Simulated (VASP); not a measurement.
BN: single point with PBE

Crystal: BN.

```
B N
1.0
     2.51218    4.35123    0.00000
     2.51218   -4.35123    0.00000
     0.00000    0.00000   -8.34316
B N
8 8
Direct
  0.16667 0.33333 0.75000
  0.16667 0.83333 0.75000
  0.66667 0.33333 0.75000
  0.66667 0.83333 0.75000
  0.33333 0.66667 0.25000
  0.33333 0.16667 0.25000
  0.83333 0.66667 0.25000
  0.83333 0.16667 0.25000
  0.16667 0.33333 0.25000
  0.16667 0.83333 0.25000
  0.66667 0.33333 0.25000
  0.66667 0.83333 0.25000
  0.33333 0.66667 0.75000
  0.33333 0.16667 0.75000
  0.83333 0.66667 0.75000
  0.83333 0.16667 0.75000
```

| Property | Result |
| --- | --- |
| Program | VASP 6.6.1 |
| Task | single point |
| Functional | PBE |
| Potentials or basis | VASP PAW PBE potentials, release 64 (B, N) |
| Cutoff | 520 eV |
| k mesh | 5 × 5 × 3 |
| Occupations | gaussian, width 0.01 eV |
| Spin | no spin polarisation |
| Dipole correction | no |
| Further INCAR settings | LREAL = Auto; ALGO = Normal; EDIFF = 1e-06; NBANDS = 46 |

```yaml
Pressure: 0.1 GPa
Band_gap_on_the_k_mesh: 4.51 eV
```

Stress tensor (GPa, compression positive):
```
 0.13  0.00  0.00
 0.00  0.13  0.00
 0.00  0.00 -0.08
```

Levels at points of the mesh, in eV from the valence-band top:
| k point | band 28 | band 29 | band 30 | band 31 | band 32 | band 33 | band 34 | band 35 | band 36 | band 37 |
| --- | --- | --- | --- | --- | --- | --- | --- | --- | --- | --- |
| (0.00, 0.00, 0.00) | -0.90 | -0.90 | -0.66 | -0.66 | -0.66 | 4.51 | 4.69 | 4.69 | 4.69 | 5.13 |

Run time: 69 s on 1 thread of Intel(R) Xeon(R) 6975P-C (Granite Rapids), with other jobs on the host, peak memory 0.31 GiB.

Caveat: this functional lacks dispersion, which binds the layers, so the pressure and a relaxed spacing across them are unreliable. PBE gaps usually lie below the measured ones, often by a third to a half.
